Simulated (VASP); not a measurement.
Here is a VASP 6.6.1 calculation.

Contents of INCAR:

```
SYSTEM = Zr
PREC = Accurate
ENCUT = 400
EDIFF = 1E-6
ISMEAR = 1
SIGMA = 0.1
LREAL = .FALSE.
LASPH = .TRUE.
NELM = 120
ALGO = Normal
ISIF = 2
LWAVE = .FALSE.
LCHARG = .FALSE.
LDIPOL = .TRUE.
IDIPOL = 3
DIPOL = 0.5 0.5 0.373
GGA = PS
IVDW = 12
NBANDS = 25
GGA_COMPAT = .FALSE.
NELMDL = -8
```

KPOINTS

```
Automatic mesh
0
G
  12 12 1
  0 0 0
```

The input POSCAR:

```
Zr
1.0
    3.2404418038      0.0000000000      0.0000000000
   -1.6202209019      2.8063049216      0.0000000000
    0.0000000000      0.0000000000     25.2891205147
Zr
3
Direct
    0.3333333333      0.6666666667      0.2767988707
    0.6666666667      0.3333333333      0.3711111148
    0.3333333333      0.6666666667      0.4699926397
```

Potentials or basis: VASP PAW PBE potentials, release 64 (Zr_sv).

The run is started by

```console
$ cat potpaw_PBE.64/Zr_sv/POTCAR > POTCAR
$ mpirun -np 1 vasp_std > vasp.out
```

Problem. Predict the largest force.

Solution. 0.356 eV/Å.

Problem. Predict the dispersion energy per atom.

Solution. -0.364 eV.

Forces on the atoms (eV/Å):
```
Zr   0.000  0.000 -0.044
Zr   0.000  0.000  0.356
Zr   0.000  0.000 -0.313
```

Caveat: the PAW data sets were made with another functional, which shifts forces and pressure a little.
